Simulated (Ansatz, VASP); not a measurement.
Two plane-wave programs on Mg3Sn2N2

```
Mg Sn N
1.0
     3.57877    0.00000    0.00000
    -1.78938    3.09930    0.00000
     0.00000    0.00000   11.43832
Mg Sn N
3 2 2
Direct
  0.33333 0.66667 0.58468
  0.66667 0.33333 0.41532
  0.00000 0.00000 0.00000
  0.66667 0.33333 0.79644
  0.33333 0.66667 0.20356
  0.33333 0.66667 0.38912
  0.66667 0.33333 0.61088
```

Change from the starting cell: species swapped into the Mg2H2O3 type (P-3m1, No. 164).

Alike in both runs: functional PBE; k mesh 12 × 12 × 4; occupations gaussian, width 0.1 eV; no spin polarisation.

Ansatz relaxed the structure, and its values are those at the end. VASP's run is a single point on that final structure, the one shown.

```csv
,VASP,Ansatz
version,VASP 6.6.1,Ansatz 0.2.0
potentials or method,"VASP PAW PBE potentials, release 64 (Mg, Sn_d, N), cutoff 520 eV","scalar-relativistic, plane waves, PAW"
valence electrons in the cell,44,68
```

```tsv
	VASP	Ansatz	Ansatz less VASP
gap on the k mesh at the Fermi level (eV)	none	none	-
pressure (GPa)	-0.1	0.0	+0.16
rms of the force components (eV/Å)	0.011	0.000	-0.0103
```

A gap of «none» marks a metal or a gap that the smearing closes. VASP's potentials hold 44 valence electrons a cell and Ansatz's 68, so a difference there can come from the potentials and not from the codes.
